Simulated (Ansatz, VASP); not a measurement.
## One calculation of ScBSbP3, two programs

```
Sc B Sb P
1.0
     4.20655    0.00000    0.00000
     0.00000    4.83984    0.00000
     0.00000    0.00000    7.85724
Sc B Sb P
1 1 1 3
Cartesian
  0.0000 2.4199 3.9286
  0.0000 0.0000 0.0000
  2.1033 0.0000 0.0000
  2.1033 0.0000 2.7437
  2.1033 0.0000 5.1135
  0.0000 0.0000 3.9286
```

Alike in both runs: functional PBE; k mesh 4 × 4 × 2; occupations gaussian, width 0.1 eV; no spin polarisation.

Ansatz relaxed the structure, and its values are those at the end. VASP's run is a single point on that final structure, the one shown.

|  | VASP | Ansatz |
| --- | --- | --- |
| version | VASP 6.6.1 | Ansatz 0.2.0 |
| potentials or method | VASP PAW PBE potentials, release 64 (Sc_sv, B, Sb, P), cutoff 520 eV | scalar-relativistic, plane waves, PAW |
| valence electrons in the cell | 34 | 44 |

Ansatz gave:

* gap on the k mesh at the Fermi level (eV): none
* pressure (GPa): 0.0
* rms of the force components (eV/Å): 0.002

**Question.** What did VASP give for the same quantities?

**Answer.** gap on the k mesh at the Fermi level (eV): none; pressure (GPa): 0.1; rms of the force components (eV/Å): 0.013.

A gap of «none» marks a metal or a gap that the smearing closes. VASP's potentials hold 34 valence electrons a cell and Ansatz's 44, so a difference there can come from the potentials and not from the codes.

The k mesh is coarse, so the values compare programs but aren't converged. Spin-orbit coupling is off throughout.
